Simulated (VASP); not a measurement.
Ir: single point with r2SCAN

Ir:

```xyz
1
Lattice="0.0000 1.9234 1.9234 1.9234 0.0000 1.9234 1.9234 1.9234 0.0000" Properties=species:S:1:pos:R:3 pbc="T T T"
Ir    0.0000    0.0000    0.0000
```

```json
{
  "Program": "VASP 6.6.1",
  "Task": "single point",
  "Functional": "r2SCAN",
  "Potentials or basis": "VASP PAW PBE potentials, release 64 (Ir_sv_GW)",
  "Cutoff": "620 eV",
  "k mesh": "18 × 18 × 18",
  "Occupations": "fermi-dirac, width 0.15 eV",
  "Spin": "no spin polarisation",
  "Dipole correction": "no",
  "Further INCAR settings": "ALGO = Normal; EDIFF = 1e-06; NBANDS = 14"
}
```

```yaml
Pressure: -1.1 GPa
Band_gap_on_the_k_mesh: zero (an odd number of electrons rules out a gap without spin polarisation)
```

Levels at points of the mesh, in eV from the Fermi level:
```
           k point  band 5  band 6  band 7  band 8  band 9  band 10  band 11  band 12
(0.00, 0.00, 0.00)  -11.42   -3.94   -3.94   -3.94   -1.26    -1.26    14.30    20.06
(0.50, 0.00, 0.00)   -8.32   -4.10   -4.10   -0.67    0.95     0.95     7.66    14.05
(0.50, 0.50, 0.00)   -8.11   -7.53    0.85    1.58    1.58     1.77    11.06    12.05
```

Wall time 90 s on 1 thread of Intel(R) Xeon(R) Platinum 8488C (Sapphire Rapids), on a shared host, peak memory 0.19 GiB.

Caveat: the PAW data sets were made with another functional, which shifts forces and pressure a little; spin-orbit coupling is left out, which moves the levels of the heavy elements.
